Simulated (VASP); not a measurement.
# Ir (Fm-3m) in VASP: settings compared, part 2 of 2

VASP 6.6.1.

**5. Single point, PBE+D4**

This run uses another cell than the first one, of 14.11 Å³/atom, 1.006 times its volume.

Contents of INCAR:

```
PREC = Accurate
ENCUT = 520
EDIFF = 1E-6
ISMEAR = 1
SIGMA = 0.1
LREAL = F
LASPH = T
NELM = 60
ALGO = Normal
ISIF = 2
LWAVE = F
LCHARG = T
GGA = PE
IVDW = 13
LELF = T
LVHAR = T
NBANDS = 10
```

Contents of KPOINTS:

```
Automatic mesh
0
Gamma
  12 12 12
```

Contents of POSCAR:

```
Ir
1.0
    0.0000000000      1.9181160744      1.9181160744
    1.9181160744      0.0000000000      1.9181160744
    1.9181160744      1.9181160744      0.0000000000
Ir
1
Direct
    0.0000000000      0.0000000000      0.0000000000
```

Potentials or basis: VASP PAW PBE potentials, release 64 (Ir).

Started as:

```sh
$ cat potpaw_PBE.64/Ir/POTCAR > POTCAR
$ mpirun -np 1 vasp_std > vasp.out
```

OUTCAR:

```text
PREC = Accurate
   ENCUT = 520
   EDIFF = 1E-6
   ISMEAR = 1
   LREAL = F
   LASPH = T
   NELM = 60
   ISIF = 2
   GGA = PE
   IVDW = 13

 ion  position               nearest neighbor table
   1  0.000  0.000  0.000-

  LATTYP: Found a face centered cubic cell.
 ALAT       =     3.8362321488

  Lattice vectors:

 A1 = (   0.0000000000,   1.9181160744,   1.9181160744)
 A2 = (   1.9181160744,   0.0000000000,   1.9181160744)
 A3 = (   1.9181160744,   1.9181160744,   0.0000000000)

Analysis of symmetry for initial positions (statically):
=====================================================================
 Subroutine PRICEL returns:
 Original cell was already a primitive cell.

 Routine SETGRP: Setting up the symmetry group for a
 face centered cubic supercell.

 Subroutine GETGRP returns: Found 48 space group operations
 (whereof 48 operations were pure point group operations)
 out of a pool of 48 trial point group operations.

The static configuration has the point symmetry O_h .

Analysis of symmetry for dynamics (positions and initial velocities):
=====================================================================
 Subroutine PRICEL returns:
 Original cell was already a primitive cell.

 Routine SETGRP: Setting up the symmetry group for a
 face centered cubic supercell.

 Subroutine GETGRP returns: Found 48 space group operations
 (whereof 48 operations were pure point group operations)
 out of a pool of 48 trial point group operations.

The dynamic configuration has the point symmetry O_h .

 Subroutine INISYM returns: Found 48 space group operations
 (whereof 48 operations are pure point group operations),
 and found     1 'primitive' translations

----------------------------------------------------------------------------------------

                                     Primitive cell

  volume of cell :      14.1141

  direct lattice vectors                    reciprocal lattice vectors
     0.000000000  1.918116074  1.918116074    -0.260672441  0.260672441  0.260672441
     1.918116074  0.000000000  1.918116074     0.260672441 -0.260672441  0.260672441
     1.918116074  1.918116074  0.000000000     0.260672441  0.260672441 -0.260672441

  length of vectors
     2.712625767  2.712625767  2.712625767     0.451497913  0.451497913  0.451497913

  position of ions in fractional coordinates (direct lattice)
     0.000000000  0.000000000  0.000000000

  ion indices of the primitive-cell ions
   primitive index   ion index
                 1           1

----------------------------------------------------------------------------------------

 KPOINTS: Automatic mesh

Automatic generation of k-mesh.
 Grid dimensions read from file:
 generate k-points for:   12   12   12

 Generating k-lattice:

  Cartesian coordinates                     Fractional coordinates (reciprocal lattice)
    -0.021722703  0.021722703  0.021722703     0.083333333  0.000000000  0.000000000
     0.021722703 -0.021722703  0.021722703     0.000000000  0.083333333  0.000000000
     0.021722703  0.021722703 -0.021722703     0.000000000  0.000000000  0.083333333

  Length of vectors
     0.037624826  0.037624826  0.037624826

  Shift w.r.t. Gamma in fractional coordinates (k-lattice)
     0.000000000  0.000000000  0.000000000

 Subroutine IBZKPT returns following result:
 ===========================================

 Found     72 irreducible k-points:

 Following reciprocal coordinates:
            Coordinates               Weight
  0.000000  0.000000  0.000000      1.000000
  0.083333  0.000000  0.000000      8.000000
  0.166667  0.000000  0.000000      8.000000
  0.250000  0.000000  0.000000      8.000000
  0.333333  0.000000  0.000000      8.000000
  0.416667  0.000000  0.000000      8.000000
[... 16 lines left out ...]
  0.500000  0.166667  0.000000     24.000000
 -0.416667  0.166667  0.000000     24.000000
 [... further k-points ...]
   k-points           NKPTS =     72   k-points in BZ     NKDIM =     72   number of bands    NBANDS=     10
   number of dos      NEDOS =    301   number of ions     NIONS =      1
   total plane-waves  NPLWV =   8000
   dimension x,y,z NGX =    20 NGY =   20 NGZ =   20
   dimension x,y,z NGXF=    40 NGYF=   40 NGZF=   40
   ions per type =               1
   NGX,Y,Z   is equivalent  to a cutoff of  12.26, 12.26, 12.26 a.u.
   NGXF,Y,Z  is equivalent  to a cutoff of  24.51, 24.51, 24.51 a.u.
 SYSTEM =  unknown system
   PREC   = accura    normal or accurate (medium, high low for compatibility)
   ISTART =      0    job   : 0-new  1-cont  2-samecut
   ICHARG =      2    charge: 1-file 2-atom 10-const
   ISPIN  =      1    spin polarized calculation?
   LNONCOLLINEAR =      F non collinear calculations
   LSORBIT =      F    spin-orbit coupling
   LASPH  =      T    aspherical Exc in radial PAW
   ENCUT  =  520.0 eV  38.22 Ry    6.18 a.u.   5.04  5.04  5.04*2*pi/ulx,y,z
   NELM   =     60;   NELMIN=  2; NELMDL= -5     # of ELM steps
   EDIFF  = 0.1E-05   stopping-criterion for ELM
   LREAL  =      F    real-space projection
   EDIFFG = 0.1E-04   stopping-criterion for IOM
   NSW    =      0    number of steps for IOM
   IBRION =     -1    ionic relax: 0-MD 1-quasi-New 2-CG
   NFREE  =      0    steps in history (QN), initial steepest desc. (CG)
   ISIF   =      2    stress and relaxation
   ISYM   =      2    0-nonsym 1-usesym 2-fastsym
   POTIM  = 0.5000    time-step for ionic-motion
   TEBEG  =    0.0;   TEEND  =   0.0 temperature during run
   PSTRESS=    0.0 pullay stress
   NELECT =       9.0000    total number of electrons
   NUPDOWN=      -1.0000    fix difference up-down
   EMIN   =  10.00;   EMAX   =-10.00  energy-range for DOS
   EFERMI =   0.00;   METHOD = LEGACY
   ISMEAR =     1;   SIGMA  =   0.10  broadening in eV -4-tet -1-fermi 0-gaus
   EFERMI_NEDOS =   21; number of points for ismear=-14 and -15
   IALGO  =     38    algorithm
   IMIX   =      4    mixing-type and parameters
     AMIX     =   0.40;   BMIX     =  1.00
     AMIX_MAG =   1.60;   BMIX_MAG =  1.00
  volume/ion in A,a.u.               =      14.11        95.25
  Fermi-wavevector in a.u.,A,eV,Ry     =   1.409086  2.662786 27.014679  1.985523
  Thomas-Fermi vector in A             =   2.531178
   LORBIT       =      0    0 simple, 1 ext, 2 COOP (PROOUT), +10 PAW based schemes
   GGA     = PE    functional components
   LHFCALC =     F    Hartree Fock is set to
   AEXX    =    0.0000 exact exchange contribution
   IVDW    =    13    specifies the selected vdW correction
   LEPSILON=     F    determine dielectric tensor
   LRPA    =     F    only Hartree local field effects (RPA)
 non-spin polarized calculation
 Methfessel and Paxton  Order N= 1 SIGMA  =   0.10
  energy-cutoff  :      520.00
  volume of cell :       14.11
 maximum number of plane-waves:       392
   NGX =  9   NGY =  9   NGZ =  9

 number of electron       9.0000000 magnetization

 Free energy of the ion-electron system (eV)
  ---------------------------------------------------
  ext. energy  EPLUGINS =         0.00000000
  ---------------------------------------------------
  free energy    TOTEN  =        -8.85519558 eV

  energy without entropy =       -8.85600297  energy(sigma->0) =       -8.85546471

 E-fermi :  10.5027     XC(G=0): -14.0027

 val. band max:       10.4785934214   @ k =  -0.2500   0.0833   0.0000
 cond. band min:      10.6140453740   @ k =   0.3333   0.1667   0.0833
 fundamental gap:      0.1354519525
 Fermi energy:        10.5026714108

 k-point     1 :       0.0000    0.0000    0.0000
  band No.  band energies     occupation
      1      -0.6979      2.00000
      2       6.5461      2.00000
      3       6.5461      2.00000
      4       6.5461      2.00000
      5       9.2423      2.00000
      6       9.2423      2.00000
      7      24.7711      0.00000
      8      30.3668      0.00000
      9      30.3668      0.00000
     10      30.3668      0.00000
[... 287 lines left out ...]
 k-point    24 :      -0.4167    0.1667    0.0000
  band No.  band energies     occupation
      1       3.2675      2.00000
      2       5.6763      2.00000
      3       7.2672      2.00000
      4       7.4494      2.00000
      5      10.8988     -0.00000
      6      14.2329      0.00000
      7      17.7156      0.00000
      8      25.7681      0.00000
      9      28.0323      0.00000
     10      30.0488      0.00000

 [... further k-points ...]

------------------------ aborting loop because EDIFF is reached ----------------------------------------

  DFT-D4 for vdW energy calculation

  Edisp (eV):   -0.92563

  FORCE on cell =-STRESS in cart. coord.  units (eV):
  Direction    XX          YY          ZZ          XY          YZ          ZX
  --------------------------------------------------------------------------------------
  -------------------------------------------------------------------------------------
  Total       0.05448     0.05448     0.05448     0.00000     0.00000     0.00000
  in kB       6.18429     6.18429     6.18429     0.00000     0.00000     0.00000
  external pressure =        6.18 kB  Pullay stress =        0.00 kB

 VOLUME and BASIS-vectors are now :
 -----------------------------------------------------------------------------
  energy-cutoff  :      520.00
  volume of cell :       14.11
      direct lattice vectors                 reciprocal lattice vectors
     0.000000000  1.918116074  1.918116074    -0.260672441  0.260672441  0.260672441
     1.918116074  0.000000000  1.918116074     0.260672441 -0.260672441  0.260672441
     1.918116074  1.918116074  0.000000000     0.260672441  0.260672441 -0.260672441

 POSITION                                       TOTAL-FORCE (eV/Angst)
 -----------------------------------------------------------------------------------
      0.00000      0.00000      0.00000         0.000000      0.000000     -0.000000
 -----------------------------------------------------------------------------------
    total drift:                                0.000000      0.000000      0.000000

  FREE ENERGIE OF THE ION-ELECTRON SYSTEM (eV)
  ---------------------------------------------------
  free  energy   TOTEN  =        -9.7808273564 eV

  energy  without entropy=       -9.7816347429  energy(sigma->0) =       -9.78109649
```

Run time: 6.8 s. Hardware: 1 thread of Intel Xeon Platinum 8375C at 2.90GHz (Ice Lake), shared host; peak memory 0.13 GiB.

What came out:

```
Free energy                : -9.7808 eV
Pressure                   : 0.6 GPa
Dispersion energy per atom : -0.926 eV
```

Caveat: spin-orbit coupling is left out, which moves the levels of the heavy elements; pairwise dispersion overbinds metals, which lowers pressure and volume.

**6. Relaxation of cell and atoms, PBEsol**

Contents of INCAR:

```
PREC = Accurate ; ENCUT = 600
EDIFF = 1E-7 ; ISMEAR = 1
SIGMA = 0.1 ; LREAL = F
LASPH = T ; NELM = 60
ALGO = Normal ; ISIF = 3
LWAVE = F ; LCHARG = F
GGA = PS ; IBRION = 2
NSW = 60 ; EDIFFG = -0.01
```

KPOINTS is that of step 5.

Contents of POSCAR:

```
Ir
1.0
    0.0000000000      1.9156000000      1.9156000000
    1.9156000000      0.0000000000      1.9156000000
    1.9156000000      1.9156000000      0.0000000000
Ir
1
Direct
    0.0000000000      0.0000000000      0.0000000000
```

Potentials or basis: VASP PAW PBE potentials, release 64 (Ir).

Started as:

```sh
$ cat potpaw_PBE.64/Ir/POTCAR > POTCAR
$ mpirun -np 1 vasp_std > vasp.out
```

It took 12 s on 1 thread of Intel Xeon Platinum 8375C at 2.90GHz (Ice Lake), shared host; peak memory 0.15 GiB.

The run converged. Its results:

```yaml
Free_energy: -9.8385 eV
Relaxed_volume: 14.07 Å³/atom
Relaxed_cell: a = 2.710 Å, b = 2.710 Å, c = 2.710 Å, α = 60.00°, β = 60.00°, γ = 60.00°
Space_group_after_relaxing_to_0.05_Å: Fm-3m (No. 225)
Energy_gained_by_relaxing: 0.0 meV/atom
Ionic_steps: 3
Pressure_after_relaxing: 0.0 GPa
```

Final structure:
```
CELL_PARAMETERS angstrom
0.00000 1.91611 1.91611
1.91611 0.00000 1.91611
1.91611 1.91611 0.00000
ATOMIC_POSITIONS crystal
Ir 0.00000 0.00000 0.00000
```

Levels at points of the mesh, in eV from the Fermi level:
| k point | band 2 | band 3 | band 4 | band 5 | band 6 | band 7 |
| --- | --- | --- | --- | --- | --- | --- |
| (0.00, 0.00, 0.00) | -3.99 | -3.99 | -3.99 | -1.26 | -1.26 | 14.25 |
| (0.50, 0.00, 0.00) | -4.10 | -4.10 | -0.89 | 0.85 | 0.85 | 7.22 |
| (0.50, 0.50, 0.00) | -7.49 | 0.83 | 1.43 | 1.43 | 1.59 | 10.48 |

Caveat: the PAW data sets were made with another functional, which shifts forces and pressure a little; spin-orbit coupling is left out, which moves the levels of the heavy elements.

**7. Overview**

```tsv
task	level	cell	cutoff (eV)	gap on the mesh (eV)	pressure (GPa)
single point	PBEsol	a = 2.707 Å, angles 60.0°, 1 atom	520	none	1.0
single point	PBE	a = 2.736 Å, angles 60.0°, 1 atom	520	none	0.5
single point	RPBE	a = 2.747 Å, angles 60.0°, 1 atom	520	none	0.4
single point	PBE+D4	a = 2.713 Å, angles 60.0°, 1 atom	520	none	0.6
relaxation of cell and atoms	PBEsol	relaxed from a = 2.709 Å, angles 60.0°, 1 atom	600	none	0.0
```

Alike in all rows: potentials or basis VASP PAW PBE potentials, release 64 (Ir); no spin polarisation; k mesh 12 × 12 × 12; smearing methfessel-paxton 0.1 eV.

Caveats: spin-orbit coupling is left out, which moves the levels of the heavy elements; the PAW data sets were made with another functional, which shifts forces and pressure a little (some runs); pairwise dispersion overbinds metals, which lowers pressure and volume (some runs).

Total energies depend on the potentials used, so only differences within one code and one set of settings carry meaning.
